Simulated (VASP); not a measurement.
# CdSe (P6_3mc) in VASP: notebook

The runs below take CdSe through single point, with r2SCAN.

Everything below comes from runs of VASP 6.6.1. Logs are shortened: lines on timing, memory, paths and dates and some standing lists are left out, and cuts for length are marked.

**1. The cell of the first run**

Symmetry: P6_3mc, No. 186, hexagonal system. Conventional cell: a = 4.471 Å, b = 4.471 Å, c = 7.289 Å, α = 90.00°, β = 90.00°, γ = 120.00°. Within 3.6 Å of Cd (site symmetry 3m) lie 4 Se at 2.73 to 2.74 Å. Within 3.6 Å of Se (site symmetry 3m) lie 4 Cd at 2.73 to 2.74 Å.

**2. Single point, r2SCAN, non-collinear spin, zero start, spin-orbit coupling (strain +3.0%)**

Contents of POSCAR:

```
CdSe
1.0
    4.4709453753      0.0000000000      0.0000000000
   -2.2354726876      3.8719522740      0.0000000000
    0.0000000000      0.0000000000      7.2889453619
Cd Se
2 2
Direct
    0.3333333333      0.6666666667     -0.0006180764
    0.6666666667      0.3333333333      0.4993819236
    0.3333333333      0.6666666667      0.3756180764
    0.6666666667      0.3333333333      0.8756180764
```

Contents of INCAR.step1:

```
ALGO = Normal ; EDIFF = 1E-5
ENCUT = 550 ; GGA = PE
GGA_COMPAT = False ; ISMEAR = -1
KPAR = 4 ; LASPH = True
LCHARG = False ; LNONCOLLINEAR = True
LREAL = False ; LSORBIT = True
LWAVE = True ; MAGMOM = 0 0 0 0 0 0 0 0 0 0 0 0
NBANDS = 50 ; NELM = 200
PREC = Accurate ; SIGMA = 0.02
```

Contents of INCAR.step2:

```
ALGO = Normal ; EDIFF = 1E-6
ENCUT = 550 ; GGA_COMPAT = False
ISIF = 2 ; ISMEAR = -1
ISTART = 1 ; KPAR = 4
LASPH = True ; LCHARG = False
LMIXTAU = True ; LNONCOLLINEAR = True
LORBIT = 11 ; LORBMOM = True
LREAL = False ; LSORBIT = True
LWAVE = False ; MAGMOM = 0 0 0 0 0 0 0 0 0 0 0 0
METAGGA = R2SCAN ; NBANDS = 50
NELM = 200 ; PREC = Accurate
SIGMA = 0.02
```

Contents of KPOINTS:

```
k-points
0
Gamma
  12 12 4
```

Potentials or basis: VASP PAW PBE potentials, release 64 (Cd, Se).

Started as:

```console
$ cat potpaw_PBE.64/Cd/POTCAR potpaw_PBE.64/Se/POTCAR > POTCAR
$ cp INCAR.step1 INCAR
$ mpirun -np 4 vasp_ncl > vasp.out
$ cp INCAR.step2 INCAR
$ mpirun -np 4 vasp_ncl > vasp.out
```

OUTCAR:

```text
EDIFF = 1E-6
   ENCUT = 550
   ISIF = 2
   ISMEAR = -1
   ISTART = 1
   LASPH = True
   LNONCOLLINEAR = True
   LORBIT = 11
   LREAL = False
   LSORBIT = True
   METAGGA = R2SCAN
   NELM = 200
   PREC = Accurate

 ion  position               nearest neighbor table
   1  0.333  0.667  0.999-   4 2.73   4 2.73   4 2.73   3 2.74
   2  0.667  0.333  0.499-   3 2.73   3 2.73   3 2.73   4 2.74
   3  0.333  0.667  0.376-   2 2.73   2 2.73   2 2.73   1 2.74
   4  0.667  0.333  0.876-   1 2.73   1 2.73   1 2.73   2 2.74

  LATTYP: Found a hexagonal cell.
 ALAT       =     4.4709453753
 C/A-ratio  =     1.6302917504

  Lattice vectors:

 A1 = (   4.4709453753,   0.0000000000,   0.0000000000)
 A2 = (  -2.2354726876,   3.8719522740,   0.0000000000)
 A3 = (   0.0000000000,   0.0000000000,   7.2889453619)

Analysis of symmetry for initial positions (statically):
=====================================================================
 Subroutine PRICEL returns:
 Original cell was already a primitive cell.

 Routine SETGRP: Setting up the symmetry group for a
 hexagonal supercell.

 Subroutine GETGRP returns: Found 12 space group operations
 (whereof  6 operations were pure point group operations)
 out of a pool of 24 trial point group operations.

The static configuration has the point symmetry C_3v.
 The point group associated with its full space group is C_6v.

Analysis of symmetry for dynamics (positions and initial velocities):
=====================================================================
 Subroutine PRICEL returns:
 Original cell was already a primitive cell.

 Routine SETGRP: Setting up the symmetry group for a
 hexagonal supercell.

 Subroutine GETGRP returns: Found 12 space group operations
 (whereof  6 operations were pure point group operations)
 out of a pool of 24 trial point group operations.

The dynamic configuration has the point symmetry C_3v.
 The point group associated with its full space group is C_6v.

Analysis of structural, dynamic, and magnetic symmetry:
=====================================================================
 Subroutine PRICEL returns:
 Original cell was already a primitive cell.

 Routine SETGRP: Setting up the symmetry group for a
 hexagonal supercell.

 Subroutine GETGRP returns: Found 12 space group operations
 (whereof  6 operations were pure point group operations)
 out of a pool of 24 trial point group operations.

The overall configuration has the point symmetry C_3v.
 The point group associated with its full space group is C_6v.

 Subroutine INISYM returns: Found 12 space group operations
 (whereof  6 operations are pure point group operations),
 and found     1 'primitive' translations

----------------------------------------------------------------------------------------

                                     Primitive cell

  volume of cell :     126.1810

  direct lattice vectors                    reciprocal lattice vectors
     4.470945375  0.000000000  0.000000000     0.223666343  0.129133823  0.000000000
    -2.235472688  3.871952274  0.000000000     0.000000000  0.258267646  0.000000000
     0.000000000  0.000000000  7.288945362     0.000000000  0.000000000  0.137194059

  length of vectors
     4.470945375  4.470945375  7.288945362     0.258267646  0.258267646  0.137194059

  position of ions in fractional coordinates (direct lattice)
     0.333333333  0.666666667  0.999381924
     0.666666667  0.333333333  0.499381924
     0.333333333  0.666666667  0.375618076
     0.666666667  0.333333333  0.875618076

  ion indices of the primitive-cell ions
   primitive index   ion index
[... 116 lines left out ...]

 number of electron      35.9999994 magnetization      -0.0000000     -0.0000000      0.0000000

 number of electron      35.9999994 magnetization      -0.0000000      0.0000000      0.0000000

 Free energy of the ion-electron system (eV)
  ---------------------------------------------------
  ext. energy  EPLUGINS =         0.00000000
  ---------------------------------------------------
  free energy    TOTEN  =       -71.80225002 eV

  energy without entropy =      -71.80225002  energy(sigma->0) =      -71.80225002

 E-fermi :   0.3064     XC(G=0):  -8.8834

 val. band max:       -0.0817817769   @ k =   0.0000   0.0000   0.0000
 cond. band min:       0.6826932076   @ k =   0.0000   0.0000   0.0000
 fundamental gap:      0.7644749845
 Fermi energy:         0.3063776683

 k-point     1 :       0.0000    0.0000    0.0000
  band No.  band energies     occupation
      1     -12.6244      1.00000
      2     -12.6244      1.00000
      3     -12.3348      1.00000
      4     -12.3348      1.00000
      5      -8.3802      1.00000
      6      -8.3802      1.00000
[... 1213 lines left out ...]
     47       6.6561      0.00000
     48       6.6651      0.00000

 [... further k-points ...]

 [bands above 48 left out]

------------------------ aborting loop because EDIFF is reached ----------------------------------------

  FORCE on cell =-STRESS in cart. coord.  units (eV):
  Direction    XX          YY          ZZ          XY          YZ          ZX
  --------------------------------------------------------------------------------------
  -------------------------------------------------------------------------------------
  Total       -2.8271894     -2.8271894     -2.8385198     -0.0000000      0.0000000      0.0000000
  in kB      -35.8980970    -35.8980970    -36.0419647     -0.0000000      0.0000000      0.0000000
  external PRESSURE =     -35.9460529 kB  Pullay stress =       0.0000000 kB

 VOLUME and BASIS-vectors are now :
 -----------------------------------------------------------------------------
  energy-cutoff  :      550.00
  volume of cell :      126.18
      direct lattice vectors                 reciprocal lattice vectors
     4.470945375  0.000000000  0.000000000     0.223666343  0.129133823  0.000000000
    -2.235472688  3.871952274  0.000000000     0.000000000  0.258267646  0.000000000
     0.000000000  0.000000000  7.288945362     0.000000000  0.000000000  0.137194059

 POSITION                                       TOTAL-FORCE (eV/Angst)
 -----------------------------------------------------------------------------------
     -0.00000      2.58130      7.28444        -0.000000      0.000000      0.000833
      2.23547      1.29065      3.63997        -0.000000      0.000000      0.000833
     -0.00000      2.58130      2.73786         0.000000      0.000000     -0.000833
      2.23547      1.29065      6.38233        -0.000000     -0.000000     -0.000833
 -----------------------------------------------------------------------------------
    total drift:                               -0.000000      0.000000      0.003179

  FREE ENERGIE OF THE ION-ELECTRON SYSTEM (eV)
  ---------------------------------------------------
  free  energy   TOTEN  =       -71.8022500160 eV

  energy  without entropy=      -71.8022500159  energy(sigma->0) =      -71.80225002

 orbital moment (x)

 # of ion     p       d       tot
 ----------------------------------------
  1        -0.000  -0.000  -0.000
  2         0.000  -0.000  -0.000
  3         0.000  -0.000   0.000
  4        -0.000   0.000  -0.000
 ----------------------------------------
           -0.000  -0.000  -0.000

 orbital moment (y)

 # of ion     p       d       tot
 ----------------------------------------
  1        -0.000  -0.000  -0.000
  2         0.000   0.000   0.000
  3        -0.000  -0.000  -0.000
  4        -0.000   0.000  -0.000
 ----------------------------------------
           -0.000  -0.000  -0.000

 orbital moment (z)

 # of ion     p       d       tot
 ----------------------------------------
  1        -0.000  -0.000  -0.000
  2        -0.000   0.000   0.000
  3         0.000   0.000   0.000
  4         0.000   0.000   0.000
 ----------------------------------------
           -0.000   0.000   0.000

 Spin-Orbit-Coupling matrix elements

 Ion:    1  E_soc:     -0.0528627
 l=   1
     0.0000000    -0.0020916    -0.0021284
    -0.0020916     0.0000000    -0.0020916
    -0.0021284    -0.0020916     0.0000000
 l=   2
     0.0000000    -0.0013375     0.0000000    -0.0013375    -0.0053790
    -0.0013375     0.0000000    -0.0040314    -0.0013281    -0.0013375
     0.0000000    -0.0040314     0.0000000    -0.0040314     0.0000000
    -0.0013375    -0.0013281    -0.0040314     0.0000000    -0.0013375
    -0.0053790    -0.0013375     0.0000000    -0.0013375     0.0000000
 l=   3
     0.0000000     0.0000000     0.0000000     0.0000000     0.0000000     0.0000000     0.0000000
     0.0000000     0.0000000     0.0000000     0.0000000     0.0000000     0.0000000     0.0000000
     0.0000000     0.0000000     0.0000000     0.0000000     0.0000000     0.0000000     0.0000000
     0.0000000     0.0000000     0.0000000     0.0000000     0.0000000     0.0000000     0.0000000
[... 49 lines left out ...]
 l=   2
     0.0000000    -0.0000006     0.0000000    -0.0000006    -0.0000053
    -0.0000006     0.0000000    -0.0000040     0.0000001    -0.0000006
     0.0000000    -0.0000040     0.0000000    -0.0000040     0.0000000
    -0.0000006     0.0000001    -0.0000040     0.0000000    -0.0000006
    -0.0000053    -0.0000006     0.0000000    -0.0000006     0.0000000
 l=   3
     0.0000000     0.0000000     0.0000000     0.0000000     0.0000000     0.0000000     0.0000000
     0.0000000     0.0000000     0.0000000     0.0000000     0.0000000     0.0000000     0.0000000
     0.0000000     0.0000000     0.0000000     0.0000000     0.0000000     0.0000000     0.0000000
     0.0000000     0.0000000     0.0000000     0.0000000     0.0000000     0.0000000     0.0000000
     0.0000000     0.0000000     0.0000000     0.0000000     0.0000000     0.0000000     0.0000000
     0.0000000     0.0000000     0.0000000     0.0000000     0.0000000     0.0000000     0.0000000
     0.0000000     0.0000000     0.0000000     0.0000000     0.0000000     0.0000000     0.0000000

 total charge

# of ion       s       p       d       tot
------------------------------------------
    1        0.402   0.249   9.573  10.225
    2        0.402   0.249   9.573  10.225
    3        1.442   2.398   0.015   3.855
    4        1.442   2.398   0.015   3.855
--------------------------------------------------
tot          3.689   5.294  19.177  28.159

 magnetization (x)

# of ion       s       p       d       tot
------------------------------------------
    1        0.000  -0.000  -0.000   0.000
    2        0.000   0.000   0.000   0.000
    3        0.000   0.000   0.000   0.000
    4        0.000  -0.000  -0.000  -0.000
--------------------------------------------------
tot          0.000  -0.000  -0.000   0.000

 magnetization (y)

# of ion       s       p       d       tot
------------------------------------------
    1        0.000  -0.000  -0.000  -0.000
    2        0.000  -0.000   0.000  -0.000
    3        0.000   0.000   0.000   0.000
    4        0.000   0.000   0.000   0.000
--------------------------------------------------
tot          0.000  -0.000  -0.000  -0.000

 magnetization (z)

# of ion       s       p       d       tot
------------------------------------------
    1        0.000  -0.000  -0.000  -0.000
    2        0.000  -0.000  -0.000  -0.000
    3        0.000   0.000  -0.000   0.000
    4        0.000   0.000  -0.000   0.000
--------------------------------------------------
tot          0.000  -0.000  -0.000  -0.000
```

It took 12 min on 4 MPI ranks of Intel Xeon 6975P-C (Granite Rapids), shared host; peak memory 1.1 GiB.

What came out:

| Quantity | Value |
| --- | --- |
| Free energy | -71.8023 eV |
| Pressure | -3.6 GPa |
| Net moment | 0.00 μB per cell |
| Valence electrons inside the program's atomic spheres | Cd 10.22; Se 3.85 |

Moments on the atoms (μB; x, y, z):
```
Cd  0.00 0.00 0.00
Cd  0.00 0.00 0.00
Se  0.00 0.00 0.00
Se  0.00 0.00 0.00
```

Caveat: the cell differs from its parent crystal (strain +3.0%); the cell stands under tension; the PAW data sets were made with another functional, which shifts forces and pressure a little.

(Part 1 of 2 ends here.)
